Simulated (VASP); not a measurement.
**P (a cell with a defect): single point with PBE+D3(BJ)**

The system is P (a cell with a defect).

```
P
1.0
    -3.32252    0.00000    4.16686
    -3.32252    0.00000   -4.16686
     1.66126   -5.09576    0.00000
P
7
Direct
  0.05209 0.09307 0.17828
  0.62084 0.99951 0.18236
  0.08984 0.51551 0.15885
  0.47446 0.56524 0.98319
  0.99806 0.89292 0.75529
  0.41674 0.86211 0.75137
  0.83073 0.48251 0.77790
```

This cell differs from its parent crystal: atoms taken out, then relaxed in part.

```
Program                : VASP 6.6.1
Task                   : single point
Functional             : PBE
Dispersion             : D3(BJ)
Potentials or basis    : VASP PAW PBE potentials, release 64 (P)
Cutoff                 : 520 eV
k mesh                 : 5 × 5 × 5
Occupations            : gaussian, width 0.1 eV
Spin                   : no spin polarisation
Dipole correction      : no
Further INCAR settings : ALGO = Normal; EDIFF = 1e-06; NBANDS = 26
```

The pressure is -1.2 GPa and the largest force is 0.096 eV/Å. The band gap on the k mesh is zero (an odd number of electrons rules out a gap without spin polarisation) and the dispersion energy per atom is -0.342 eV.

Forces on the atoms (eV/Å):
```
P    0.002  0.048 -0.044
P    0.022  0.082  0.038
P    0.026  0.039  0.015
P   -0.066  0.007 -0.070
P    0.013 -0.053  0.039
P    0.036 -0.084  0.026
P   -0.033 -0.040 -0.003
```

Stress tensor (GPa, compression positive):
```
-1.22 -0.09 -1.46
-0.09 -2.57  0.14
-1.46  0.14  0.17
```

Levels at points of the mesh, in eV from the Fermi level:
| k point | band 15 | band 16 | band 17 | band 18 | band 19 | band 20 | band 21 | band 22 |
| --- | --- | --- | --- | --- | --- | --- | --- | --- |
| (0.00, 0.00, 0.00) | -1.96 | -1.38 | -1.03 | 0.16 | 1.54 | 1.77 | 2.24 | 2.51 |

Wall time 3.8 min on 1 thread of Intel Xeon 8259CL (shared host), peak memory 0.33 GiB.

Caveat: the cell differs from its parent crystal (atoms taken out, then relaxed in part).
